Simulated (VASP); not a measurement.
# BaZrO3 (Pm-3m) in VASP: further runs

Runs on BaZrO3. Level: PBE. Tasks: single point.

Everything below comes from runs of VASP 6.6.1. Logs are shortened: lines on timing, memory, paths and dates and some standing lists are left out, and cuts for length are marked.

## (1) The cell of the first run

It takes space group Pm-3m (No. 221, cubic). Conventional cell: a = 4.182 Å, b = 4.182 Å, c = 4.182 Å, α = 90.00°, β = 90.00°, γ = 90.00°. Ba (site symmetry m-3m) has 12 O at 2.96 Å and 8 Zr at 3.62 Å within 3.9 Å. Within 2.8 Å of Zr (site symmetry m-3m) lie 6 O at 2.09 Å. Within 2.8 Å of O (site symmetry 4/mmm) lie 2 Zr at 2.09 Å.

## (2) Single point, PBE, non-collinear spin, zero start, spin-orbit coupling

Input file INCAR:

```
SYSTEM = BaZrO3
PREC = Accurate ; ENCUT = 520
EDIFF = 1E-6 ; ISMEAR = 0
SIGMA = 0.05 ; LREAL = .FALSE.
LASPH = .TRUE. ; NELM = 150
ALGO = Normal ; ISIF = 2
LWAVE = .FALSE. ; LCHARG = .TRUE.
LNONCOLLINEAR = .TRUE. ; MAGMOM = 0 0 0 0 0 0 0 0 0 0 0 0 0 0 0
LORBIT = 11 ; LSORBIT = .TRUE.
GGA_COMPAT = .FALSE. ; LORBMOM = .TRUE.
LMAXMIX = 4 ; GGA = PE
LVHAR = .TRUE. ; NBANDS = 55
```

Input file KPOINTS:

```
Automatic mesh
0
G
  4 4 4
  0 0 0
```

Input file POSCAR:

```
BaZrO3
1.0
    4.1815040793      0.0000000000      0.0000000000
    0.0000000000      4.1815040793      0.0000000000
    0.0000000000      0.0000000000      4.1815040793
Ba Zr O
1 1 3
Direct
    0.0000000000      0.0000000000      0.0000000000
    0.5000000000      0.5000000000      0.5000000000
    0.0000000000      0.5000000000      0.5000000000
    0.5000000000      0.5000000000      0.0000000000
    0.5000000000      0.0000000000      0.5000000000
```

Potentials or basis: VASP PAW PBE potentials, release 64 (Ba_sv, Zr_sv, O).

The run is started by

```console
$ cat potpaw_PBE.64/Ba_sv/POTCAR potpaw_PBE.64/Zr_sv/POTCAR potpaw_PBE.64/O/POTCAR > POTCAR
$ mpirun -np 1 vasp_ncl > vasp.out
```

OUTCAR:

```text
SYSTEM = BaZrO3
   PREC = Accurate
   ENCUT = 520
   EDIFF = 1E-6
   ISMEAR = 0
   LREAL = .FALSE.
   LASPH = .TRUE.
   NELM = 150
   ISIF = 2
   LNONCOLLINEAR = .TRUE.
   LORBIT = 11
   LSORBIT = .TRUE.
   GGA = PE

 ion  position               nearest neighbor table
   1  0.000  0.000  0.000-   3 2.96   4 2.96   5 2.96   3 2.96   5 2.96   3 2.96   4 2.96   3 2.96
                             4 2.96   5 2.96   5 2.96   4 2.96   2 3.62   2 3.62   2 3.62   2 3.62
   2  0.500  0.500  0.500-   3 2.09   4 2.09   5 2.09   4 2.09   5 2.09   3 2.09   1 3.62   1 3.62
                             1 3.62   1 3.62   1 3.62   1 3.62   1 3.62   1 3.62
   3  0.000  0.500  0.500-   2 2.09   2 2.09   1 2.96   1 2.96   1 2.96   1 2.96
   4  0.500  0.500  0.000-   2 2.09   2 2.09   1 2.96   1 2.96   1 2.96   1 2.96
   5  0.500  0.000  0.500-   2 2.09   2 2.09   1 2.96   1 2.96   1 2.96   1 2.96

  LATTYP: Found a simple cubic cell.
 ALAT       =     4.1815040793

  Lattice vectors:

 A1 = (   4.1815040793,   0.0000000000,   0.0000000000)
 A2 = (   0.0000000000,   4.1815040793,   0.0000000000)
 A3 = (   0.0000000000,   0.0000000000,   4.1815040793)

Analysis of symmetry for initial positions (statically):
=====================================================================
 Subroutine PRICEL returns:
 Original cell was already a primitive cell.

 Routine SETGRP: Setting up the symmetry group for a
 simple cubic supercell.

 Subroutine GETGRP returns: Found 48 space group operations
 (whereof 48 operations were pure point group operations)
 out of a pool of 48 trial point group operations.

The static configuration has the point symmetry O_h .

Analysis of symmetry for dynamics (positions and initial velocities):
=====================================================================
 Subroutine PRICEL returns:
 Original cell was already a primitive cell.

 Routine SETGRP: Setting up the symmetry group for a
 simple cubic supercell.

 Subroutine GETGRP returns: Found 48 space group operations
 (whereof 48 operations were pure point group operations)
 out of a pool of 48 trial point group operations.

The dynamic configuration has the point symmetry O_h .

Analysis of structural, dynamic, and magnetic symmetry:
=====================================================================
 Subroutine PRICEL returns:
 Original cell was already a primitive cell.

 Routine SETGRP: Setting up the symmetry group for a
 simple cubic supercell.

 Subroutine GETGRP returns: Found 48 space group operations
 (whereof 48 operations were pure point group operations)
 out of a pool of 48 trial point group operations.

The overall configuration has the point symmetry O_h .

 Subroutine INISYM returns: Found 48 space group operations
 (whereof 48 operations are pure point group operations),
[... 731 lines left out ...]

 orbital moment (x)

 # of ion     p       d       tot
 ----------------------------------------
  1         0.000   0.000   0.000
  2         0.000   0.000   0.000
  3         0.000   0.000   0.000
  4         0.000   0.000   0.000
  5         0.000   0.000   0.000
 ----------------------------------------
            0.000   0.000   0.000

 orbital moment (y)

 # of ion     p       d       tot
 ----------------------------------------
  1         0.000   0.000   0.000
  2         0.000  -0.000  -0.000
  3         0.000   0.000   0.000
  4        -0.000   0.000  -0.000
  5         0.000   0.000   0.000
 ----------------------------------------
            0.000  -0.000  -0.000

 orbital moment (z)

 # of ion     p       d       tot
 ----------------------------------------
  1         0.000   0.000   0.000
  2         0.000   0.000   0.000
  3         0.000   0.000   0.000
  4         0.000   0.000   0.000
  5         0.000   0.000   0.000
 ----------------------------------------
            0.000   0.000   0.000

 Spin-Orbit-Coupling matrix elements

 Ion:    1  E_soc:     -0.3844723
 l=   1
     0.0000000    -0.0639350    -0.0639350
    -0.0639350     0.0000000    -0.0639350
    -0.0639350    -0.0639350     0.0000000
 l=   2
     0.0000000    -0.0000325     0.0000000    -0.0000325    -0.0001113
    -0.0000325     0.0000000    -0.0000835    -0.0000325    -0.0000278
     0.0000000    -0.0000835     0.0000000    -0.0000835     0.0000000
    -0.0000325    -0.0000325    -0.0000835     0.0000000    -0.0000278
    -0.0001113    -0.0000278     0.0000000    -0.0000278     0.0000000
 l=   3
     0.0000000     0.0000000     0.0000000     0.0000000     0.0000000     0.0000000     0.0000000
     0.0000000     0.0000000     0.0000000     0.0000000     0.0000000     0.0000000     0.0000000
     0.0000000     0.0000000     0.0000000     0.0000000     0.0000000     0.0000000     0.0000000
     0.0000000     0.0000000     0.0000000     0.0000000     0.0000000     0.0000000     0.0000000
[... 69 lines left out ...]
 l=   2
     0.0000000     0.0000000     0.0000000     0.0000000     0.0000000
     0.0000000     0.0000000     0.0000000     0.0000000     0.0000000
     0.0000000     0.0000000     0.0000000     0.0000000     0.0000000
     0.0000000     0.0000000     0.0000000     0.0000000     0.0000000
     0.0000000     0.0000000     0.0000000     0.0000000     0.0000000
 l=   3
     0.0000000     0.0000000     0.0000000     0.0000000     0.0000000     0.0000000     0.0000000
     0.0000000     0.0000000     0.0000000     0.0000000     0.0000000     0.0000000     0.0000000
     0.0000000     0.0000000     0.0000000     0.0000000     0.0000000     0.0000000     0.0000000
     0.0000000     0.0000000     0.0000000     0.0000000     0.0000000     0.0000000     0.0000000
     0.0000000     0.0000000     0.0000000     0.0000000     0.0000000     0.0000000     0.0000000
     0.0000000     0.0000000     0.0000000     0.0000000     0.0000000     0.0000000     0.0000000
     0.0000000     0.0000000     0.0000000     0.0000000     0.0000000     0.0000000     0.0000000

 total charge

# of ion       s       p       d       tot
------------------------------------------
    1        2.002   5.634   0.275   7.911
    2        2.201   6.092   1.439   9.732
    3        1.562   3.491   0.000   5.053
    4        1.562   3.491   0.000   5.053
    5        1.562   3.491   0.000   5.053
--------------------------------------------------
tot          8.889  22.198   1.714  32.801

 magnetization (x)

# of ion       s       p       d       tot
------------------------------------------
    1        0.000   0.000  -0.000  -0.000
    2        0.000   0.000  -0.000  -0.000
    3        0.000   0.000   0.000   0.000
    4       -0.000   0.000   0.000  -0.000
    5       -0.000  -0.000   0.000  -0.000
--------------------------------------------------
tot          0.000   0.000  -0.000  -0.000

 magnetization (y)

# of ion       s       p       d       tot
------------------------------------------
    1        0.000   0.000  -0.000   0.000
    2       -0.000  -0.000   0.000  -0.000
    3       -0.000   0.000   0.000   0.000
    4       -0.000  -0.000   0.000  -0.000
    5        0.000   0.000   0.000   0.000
--------------------------------------------------
tot         -0.000  -0.000  -0.000  -0.000

 magnetization (z)

# of ion       s       p       d       tot
------------------------------------------
    1        0.000  -0.000  -0.000  -0.000
    2       -0.000  -0.000   0.000   0.000
    3       -0.000  -0.000   0.000  -0.000
    4        0.000  -0.000   0.000   0.000
    5       -0.000   0.000   0.000  -0.000
--------------------------------------------------
tot         -0.000  -0.000   0.000  -0.000
```

OSZICAR:

```text
N       E                     dE             d eps       ncg     rms          rms(c)
DAV:   1     0.330242465807E+03    0.33024E+03   -0.21416E+04  1100   0.143E+03
DAV:   2    -0.225437662091E+02   -0.35279E+03   -0.33405E+03  1345   0.369E+02
DAV:   3    -0.480404900484E+02   -0.25497E+02   -0.25328E+02  1528   0.945E+01
DAV:   4    -0.494273570352E+02   -0.13869E+01   -0.13847E+01  1594   0.169E+01
DAV:   5    -0.494818177208E+02   -0.54461E-01   -0.54456E-01  1445   0.243E+00    0.308E+01
DAV:   6    -0.419444191533E+02    0.75374E+01   -0.35762E+01  1351   0.394E+01    0.135E+01
DAV:   7    -0.419265642728E+02    0.17855E-01   -0.29172E+00  1506   0.943E+00    0.812E+00
DAV:   8    -0.419189378022E+02    0.76265E-02   -0.37877E-01  1223   0.425E+00    0.751E-01
DAV:   9    -0.419143699142E+02    0.45679E-02   -0.67521E-02  1426   0.142E+00    0.526E-01
DAV:  10    -0.419158801386E+02   -0.15102E-02   -0.14388E-02  1303   0.974E-01    0.270E-01
DAV:  11    -0.419157871744E+02    0.92964E-04   -0.12499E-03  1346   0.261E-01    0.707E-02
DAV:  12    -0.419157505473E+02    0.36627E-04   -0.18828E-04  1464   0.924E-02    0.302E-02
DAV:  13    -0.419157822674E+02   -0.31720E-04   -0.81987E-05  1270   0.604E-02    0.291E-02
DAV:  14    -0.419157765145E+02    0.57529E-05   -0.27046E-05  1362   0.343E-02    0.526E-03
DAV:  15    -0.419157764448E+02    0.69694E-07   -0.23390E-06  1292   0.983E-03
   1 F= -.41915776E+02 E0= -.41915776E+02  d E =-.205927E-16  mag=     0.0000    -0.0000    -0.0000
```

stdout:

```text
POSCAR found type information on POSCAR BaZrO
 POSCAR found :  3 types and       5 ions
 scaLAPACK will be used
 LDA part: xc-table for (Slater+PW92), standard interpolation
 POSCAR, INCAR and KPOINTS ok, starting setup
 FFT: planning ... GRIDC
 FFT: planning ... GRID_SOFT
 FFT: planning ... GRID
 WAVECAR not read
 entering main loop
```

It took 46 s on 1 thread of AMD EPYC 9R45 (Zen 5), shared host; peak memory 0.31 GiB.

What came out:

```
Free energy                                           : -41.9158 eV
Pressure                                              : 6.3 GPa
Net moment                                            : 0.00 μB per cell
Valence electrons inside the program's atomic spheres : Ba 7.91; Zr 9.73; O 5.05
```

Moments on the atoms (μB; x, y, z):
```
Ba  0.00 0.00 0.00
Zr  0.00 0.00 0.00
O   0.00 0.00 0.00
O   0.00 0.00 0.00
O   0.00 0.00 0.00
```

Caveat: the k points lie up to 0.38 Å⁻¹ apart.

## (3) Single point, PBE, non-collinear spin, zero start, spin-orbit coupling (15.35 Å³/atom)

This run uses another cell than the first one, of 15.35 Å³/atom.

Input file INCAR:

```
SYSTEM = BaZrO3
  PREC = Accurate
  ENCUT = 520
  EDIFF = 1E-6
  ISMEAR = 0
  SIGMA = 0.05
  LREAL = .FALSE.
  LASPH = .TRUE.
  NELM = 150
  ALGO = Normal
  ISIF = 2
  LWAVE = .FALSE.
  LCHARG = .TRUE.
  MAGMOM = 0 0 0 0 0 0 0 0 0 0 0 0 0 0 0
  LORBIT = 11
  LSORBIT = .TRUE.
  GGA_COMPAT = .FALSE.
  LORBMOM = .TRUE.
  LMAXMIX = 4
  GGA = PE
  LVHAR = .TRUE.
  NBANDS = 55
```

KPOINTS is that of step 2.

Edit POSCAR of step 2 so:

```diff
@@ -2,5 +2,5 @@
 1.0
-    4.1815040793      0.0000000000      0.0000000000
-    0.0000000000      4.1815040793      0.0000000000
-    0.0000000000      0.0000000000      4.1815040793
+    4.2500655122      0.0000000000      0.0000000000
+    0.0000000000      4.2500655122      0.0000000000
+    0.0000000000      0.0000000000      4.2500655122
 Ba Zr O
```

Potentials or basis: VASP PAW PBE potentials, release 64 (Ba_sv, Zr_sv, O).

The run is started by

```console
$ cat potpaw_PBE.64/Ba_sv/POTCAR potpaw_PBE.64/Zr_sv/POTCAR potpaw_PBE.64/O/POTCAR > POTCAR
$ mpirun -np 1 vasp_ncl > vasp.out
```

Run time: 45 s. Hardware: 1 thread of AMD EPYC 9R45 (Zen 5), shared host; peak memory 0.31 GiB.

The run converged. Its results:

```yaml
Free_energy: -41.9719 eV
Pressure: -1.4 GPa
Net_moment: 0.00 μB per cell
Valence_electrons_inside_the_program's_atomic_spheres: Ba 7.88; Zr 9.64; O 5.03
```

Moments on the atoms (μB; x, y, z):
```
Ba  0.00 0.00 0.00
Zr  0.00 0.00 0.00
O   0.00 0.00 0.00
O   0.00 0.00 0.00
O   0.00 0.00 0.00
```

Caveat: the k points lie up to 0.37 Å⁻¹ apart.

## (4) Single point, PBE, non-collinear spin, zero start, spin-orbit coupling

Input file INCAR:

```
PREC = Accurate ; ENCUT = 520
EDIFF = 1E-6 ; ISMEAR = 0
SIGMA = 0.05 ; LREAL = False
LASPH = True ; NELM = 150
ALGO = Normal ; ISIF = 2
LWAVE = False ; LCHARG = True
MAGMOM = 0 0 0 0 0 0 0 0 0 0 0 0 0 0 0 ; LORBIT = 11
LSORBIT = True ; GGA_COMPAT = False
LORBMOM = True ; LMAXMIX = 4
GGA = PE ; LVHAR = True
NBANDS = 55
```

Input file KPOINTS:

```
regular mesh
0
Gamma
  6 6 6
```

Edit POSCAR of step 3 so:

```diff
@@ -2,5 +2,5 @@
 1.0
-    4.2500655122      0.0000000000      0.0000000000
-    0.0000000000      4.2500655122      0.0000000000
-    0.0000000000      0.0000000000      4.2500655122
+    4.1815040793      0.0000000000      0.0000000000
+    0.0000000000      4.1815040793      0.0000000000
+    0.0000000000      0.0000000000      4.1815040793
 Ba Zr O
```

The run is started by

```console
$ cat potpaw_PBE.64/Ba_sv/POTCAR potpaw_PBE.64/Zr_sv/POTCAR potpaw_PBE.64/O/POTCAR > POTCAR
$ mpirun -np 1 vasp_ncl > vasp.out
```

Wall time 83 s (1 thread of AMD EPYC 9R45 (Zen 5), shared host); peak memory 0.35 GiB.

The run converged. Its results:

```yaml
Free_energy: -41.9259 eV
Pressure: 6.3 GPa
Net_moment: 0.00 μB per cell
Valence_electrons_inside_the_program's_atomic_spheres: Ba 7.91; Zr 9.73; O 5.05
```

Moments on the atoms (μB; x, y, z):
```
Ba  0.00 0.00 0.00
Zr  0.00 0.00 0.00
O   0.00 0.00 0.00
O   0.00 0.00 0.00
O   0.00 0.00 0.00
```

Caveat: the cell stands under pressure.

## (5) Overview

| cell | k mesh | pressure (GPa) | moment (μB) |
| --- | --- | --- | --- |
| a = 4.182 Å, 5 atoms | 4 × 4 × 4 | 6.3 | 0.00 |
| a = 4.250 Å, 5 atoms | 4 × 4 × 4 | -1.4 | 0.00 |
| a = 4.182 Å, 5 atoms | 6 × 6 × 6 | 6.3 | 0.00 |

Alike in all rows: task single point; level PBE; potentials or basis VASP PAW PBE potentials, release 64 (Ba_sv, Zr_sv, O); spin non-collinear, zero start, SOC; cutoff (eV) 520; smearing gaussian 0.05 eV.

Caveats: some runs use coarse meshes; the cell stands under pressure (at least some runs).

Absolute energies hang on the potentials; compare differences alone.
